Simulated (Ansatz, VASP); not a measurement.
**One calculation of Cu3O2, two programs**

INCAR

```
SYSTEM = Cu3O2
ALGO = Normal
EDIFF = 1E-6
ENCUT = 520
GGA = PE
ISIF = 2
ISMEAR = 0
ISPIN = 2
LASPH = .TRUE.
LCHARG = .FALSE.
LMAXMIX = 4
LORBIT = 11
LREAL = .FALSE.
LWAVE = .FALSE.
MAGMOM = 1 1 1 0 0
NBANDS = 34
NELM = 150
PREC = Accurate
SIGMA = 0.1
```

File KPOINTS:

```
k-points
0
G
  6 6 4
  0 0 0
```

The input POSCAR:

```
Cu3O2
1.0
    3.5351057333      0.0000000000      0.0000000000
   -1.7675528666      3.0614913701      0.0000000000
    0.0000000000      0.0000000000      5.5000502906
Cu O
3 2
Direct
    0.0000000000      0.0000000000      0.0000000000
    0.3333333333      0.6666666667      0.6450000000
    0.6666666667      0.3333333333      0.3550000000
    0.3333333333      0.6666666667      0.2450000000
    0.6666666667      0.3333333333      0.7550000000
```

Input for Ansatz:

```yaml
crystal:
  lattice:
    - [3.5351057333, 0.0, 0.0]
    - [-1.7675528666, 3.0614913701, 0.0]
    - [0.0, 0.0, 5.5000502906]
  atoms:
    - { symbol: Cu, position: [0.0, 0.0, 0.0], spin: 1.0 }
    - { symbol: Cu, position: [0.3333333333, 0.6666666667, 0.645], spin: 1.0 }
    - { symbol: Cu, position: [0.6666666667, 0.3333333333, 0.355], spin: 1.0 }
    - { symbol: O, position: [0.3333333333, 0.6666666667, 0.245] }
    - { symbol: O, position: [0.6666666667, 0.3333333333, 0.755] }
basis:
  ecutwfc: 420
kpoints:
  mp_grid: { grid: [6, 6, 4] }
hamiltonian:
  xc: pbe
scf:
  occupations: { method: gaussian, width: 0.1 }
  lower_state_search: "off"
output:
  forces: true
  stress: true
  eigenvalues: true
  populations: true
magnetization:
  spin_polarized: true
```

Alike in both runs: task single point; functional PBE; k mesh 6 × 6 × 4; occupations gaussian, width 0.1 eV; collinear spin.

|  | VASP | Ansatz |
| --- | --- | --- |
| version | VASP 6.6.1 | Ansatz 0.2.0 |
| potentials or method | VASP PAW PBE potentials, release 64 (Cu, O), cutoff 520 eV | scalar-relativistic, plane waves, PAW |
| valence electrons in the cell | 45 | 69 |

```tsv
	VASP	Ansatz	Ansatz less VASP
gap on the k mesh at the Fermi level (eV)	none	none	-
pressure (GPa)	-8.1	-8.3	-0.11
traceless stress, the component that is largest in VASP (GPa)	2.72	2.77	+0.053
rms of the force components (eV/Å)	0.216	0.215	-0.0012
net moment per atom (μB)	0.12	0.13	+0.003
size of the moment on the site where the two differ most (μB)	0.10	0.10	+0.008
```

Site moments also hang on the region over which each program counts them. Atom by atom the forces differ by 0.009 eV/Å (rms over components). A gap of «none» marks a metal or a gap that the smearing closes. With one functional, cell and mesh, what is left measures potentials, basis and numerics. VASP's potentials hold 45 valence electrons a cell and Ansatz's 69, so a difference there can come from the potentials and not from the codes.
